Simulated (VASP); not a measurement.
# Au: single point with PBE

Au:

```
Au
1.0
     0.00000    2.04848    2.04848
     2.04848    0.00000    2.04848
     2.04848    2.04848    0.00000
Au
1
Direct
  0.00000 0.00000 0.00000
```

```
Program                : VASP 6.6.1
Task                   : single point
Functional             : PBE
Potentials or basis    : VASP PAW PBE potentials, release 64 (Au)
Cutoff                 : 520 eV
k mesh                 : 11 × 11 × 11
Occupations            : fermi-dirac, width 0.05 eV
Spin                   : no spin polarisation
Dipole correction      : no
Further INCAR settings : ALGO = Fast; EDIFF = 1e-07; NBANDS = 12
```

```json
{"Pressure": "6.7 GPa", "Band gap on the k mesh": "zero (an odd number of electrons rules out a gap without spin polarisation)"}
```

Levels at points of the mesh, in eV from the Fermi level:
```csv
k point,band 2,band 3,band 4,band 5,band 6,band 7,band 8,band 9,band 10,band 11
"(0.00, 0.00, 0.00)",-4.69,-4.69,-4.69,-3.20,-3.20,14.49,18.43,18.43,18.43,23.31
```

Run time: 12 s on 1 thread of Intel(R) Xeon(R) Platinum 8488C (Sapphire Rapids) (shared host), peak memory 0.14 GiB.

Caveat: the cell stands under pressure; spin-orbit coupling is left out, which moves the levels of the heavy elements.
